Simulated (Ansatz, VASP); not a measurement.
**TiO2 in VASP and in Ansatz**

```
O Ti
1.0
     3.76978    0.00000    0.00000
     0.00000    3.76978    0.00000
     0.00000    0.00000   25.36310
O Ti
10 5
Cartesian
  1.8849 0.0000 7.5000
  0.0000 1.8849 8.3114
  1.8849 1.8849 9.8879
  0.0000 0.0000 10.6993
  0.0000 1.8849 12.2759
  1.8849 0.0000 13.0872
  0.0000 0.0000 14.6638
  1.8849 1.8849 15.4752
  1.8849 0.0000 17.0517
  0.0000 1.8849 17.8631
  1.8849 1.8849 7.9057
  0.0000 1.8849 10.2936
  0.0000 0.0000 12.6816
  1.8849 0.0000 15.0695
  1.8849 1.8849 17.4574
```

Alike in both runs: task single point; functional PBEsol; k mesh 7 × 7 × 1; occupations gaussian, width 0.05 eV; no spin polarisation.

|  | VASP | Ansatz |
| --- | --- | --- |
| version | VASP 6.6.1 | Ansatz 0.2.0 |
| potentials or method | VASP PAW PBE potentials, release 64 (O, Ti_sv), cutoff 520 eV | scalar-relativistic, plane waves, PAW |
| valence electrons in the cell | 120 | 120 |

```tsv
	VASP	Ansatz	Ansatz less VASP
gap on the k mesh at the Fermi level (eV)	1.56	1.58	+0.026
least direct gap on the mesh (eV)	2.04	2.06	+0.022
rms of the force components (eV/Å)	0.343	0.359	+0.0165
```

VASP's potentials were made for PBE, not for PBEsol. Ansatz's warnings: xc potential rough in thin density.
